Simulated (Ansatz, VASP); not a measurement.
# GaAs in VASP and in Ansatz

```xyz
2
Lattice="3.8101 0.0000 0.0000 0.0000 3.8101 0.0000 0.0000 0.0000 2.7389" Properties=species:S:1:pos:R:3 pbc="T T T"
Ga    1.9051    1.9051    1.3695
As    0.0000    0.0000    1.3695
```

Alike in both runs: functional PBE-based screened hybrid with a share of 0.25 of exact exchange and HFSCREEN = 0.3; k mesh 4 × 4 × 5; occupations fermi-dirac, width 0.05 eV; no spin polarisation.

|  | VASP | Ansatz |
| --- | --- | --- |
| version | VASP 6.6.1 | Ansatz 0.2.0 |
| potentials or method | VASP PAW PBE potentials, release 64 (Ga_d, As) | Ansatz PAW |
| plane-wave cutoff (eV) | 520 | 420 |
| valence electrons in the cell | 18 | 28 |
| task | single point | band structure |

```tsv
	VASP	Ansatz	Ansatz less VASP
gap on the k mesh at the Fermi level (eV)	none	none	-
pressure (GPa)	-0.4	-0.3	+0.04
traceless stress, the component that is largest in VASP (GPa)	-11.40	-11.45	-0.050
```

VASP's potentials were made for PBE, not for PBE-based screened hybrid. A gap of «none» marks a metal or a gap that the smearing closes. With one functional, cell and mesh, what is left measures potentials, basis and numerics. VASP's potentials hold 18 valence electrons a cell and Ansatz's 28, so a difference there can come from the potentials and not from the codes.

The k mesh is coarse, so the values compare programs but aren't converged.
